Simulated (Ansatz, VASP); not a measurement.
PbS in VASP and in Ansatz

The input INCAR:

```
ALGO     = Normal         # electronic algorithm
EDIFF    = 1E-6           # SCF threshold, eV
ENCUT    = 500            # plane-wave cutoff, eV
GGA_COMPAT= F            
ISIF     = 2              # what is computed and relaxed
ISMEAR   = 0              # smearing method
LASPH    = T              # aspherical terms in the spheres
LCHARG   = T              # write CHGCAR
LELF     = T              # ELF
LREAL    = F              # projectors in reciprocal space
LVHAR    = T            
LWAVE    = F              # write WAVECAR
NBANDS   = 17             # bands
NELM     = 120            # most SCF steps
PREC     = Accurate       # precision mode
SIGMA    = 0.03           # smearing width, eV
```

Contents of KPOINTS:

```
k-points
0
Gamma
  12 12 12
```

POSCAR

```
PbS
1.0
    0.0000000000      3.0166643870      3.0166643870
    3.0166643870      0.0000000000      3.0166643870
    3.0166643870      3.0166643870      0.0000000000
Pb S
1 1
Direct
    0.0000000000      0.0000000000      0.0000000000
    0.5000000000      0.5000000000      0.5000000000
```

Input for Ansatz:

```yaml
crystal:
  lattice:
    - [0.0, 3.016664387, 3.016664387]
    - [3.016664387, 0.0, 3.016664387]
    - [3.016664387, 3.016664387, 0.0]
  atoms:
    - { symbol: Pb, position: [0.0, 0.0, 0.0] }
    - { symbol: S, position: [0.5, 0.5, 0.5] }
scf:
  occupations: { method: gaussian, width: 0.03 }
output:
  forces: true
  stress: true
  eigenvalues: true
  write_density: true
  write_potential: true
  elf: true
  volumetric_format: npy
hamiltonian:
  xc: lda
basis:
  ecutwfc: 450
kpoints:
  mp_grid: { grid: [12, 12, 12] }
```

Alike in both runs: task single point; functional LDA; k mesh 12 × 12 × 12; occupations gaussian, width 0.03 eV; no spin polarisation.

```csv
,VASP,Ansatz
version,VASP 6.6.1,Ansatz 0.2.0
potentials or method,"VASP PAW LDA potentials, release 64 (Pb_d, S), cutoff 500 eV","scalar-relativistic, plane waves, PAW"
valence electrons in the cell,20,20
```

Ansatz gave:

- gap on the k mesh at the Fermi level (eV): 0.40
- least direct gap on the mesh (eV): 0.40
- pressure (GPa): -5.0

Which values does VASP return?

gap on the k mesh at the Fermi level (eV): 0.38; least direct gap on the mesh (eV): 0.38; pressure (GPa): -5.0.

LDA's correlation is that of Perdew and Zunger in VASP and of Perdew and Wang (1992) in Ansatz.

Neither program's run includes spin-orbit coupling.
